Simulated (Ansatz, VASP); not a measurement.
**Two plane-wave programs on In3Se**

```
CELL_PARAMETERS angstrom
4.70049 0.00000 0.00000
0.00000 4.70049 0.00000
0.00000 0.00000 4.70049
ATOMIC_POSITIONS crystal
In 0.00000 0.50000 0.50000
In 0.50000 0.00000 0.50000
In 0.50000 0.50000 0.00000
Se 0.00000 0.00000 0.00000
```

Alike in both runs: functional PBE; dispersion D4; k mesh 10 × 10 × 10; occupations gaussian, width 0.1 eV; no spin polarisation.

Ansatz relaxed the structure, and its values are those at the end. VASP's run is a single point on that final structure, the one shown.

|  | VASP | Ansatz |
| --- | --- | --- |
| version | VASP 6.6.1 | Ansatz 0.2.0 |
| potentials or method | VASP PAW PBE potentials, release 64 (In_d, Se), cutoff 520 eV | scalar-relativistic, plane waves, PAW |
| valence electrons in the cell | 45 | 55 |

```tsv
	VASP	Ansatz	Ansatz less VASP
gap on the k mesh at the Fermi level (eV)	none	none	-
pressure (GPa)	0.0	0.0	+0.02
```

A gap of «none» marks a metal or a gap that the smearing closes. VASP's potentials hold 45 valence electrons a cell and Ansatz's 55, so a difference there can come from the potentials and not from the codes.
